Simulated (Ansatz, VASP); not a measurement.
# Te2Mo: VASP beside Ansatz

```
Te Mo
1.0
     3.50388    0.00000    0.00000
    -1.75194    3.03445    0.00000
     0.00000    0.00000   24.76772
Te Mo
4 2
Cartesian
  0.0000 2.0230 4.5000
  0.0000 2.0230 8.1339
  -0.8760 3.5402 11.9639
  -0.8760 3.5402 15.5977
  1.7519 1.0115 6.3169
  0.8760 2.5287 13.7808
```

Alike in both runs: task single point; functional PBE; dispersion D3(BJ); k mesh 9 × 9 × 1; occupations gaussian, width 0.05 eV; no spin polarisation.

```csv
,VASP,Ansatz
version,VASP 6.6.1,Ansatz 0.2.0
potentials or method,"VASP PAW PBE potentials, release 64 (Te, Mo_sv), cutoff 520 eV","scalar-relativistic, plane waves, PAW"
valence electrons in the cell,52,92
```

```csv
,VASP,Ansatz,Ansatz less VASP
gap on the k mesh at the Fermi level (eV),1.15,1.14,-0.004
least direct gap on the mesh (eV),1.17,1.18,+0.001
rms of the force components (eV/Å),0.037,0.033,-0.0042
```

VASP's potentials hold 52 valence electrons a cell and Ansatz's 92, so a difference there can come from the potentials and not from the codes.

Neither program's run includes spin-orbit coupling.
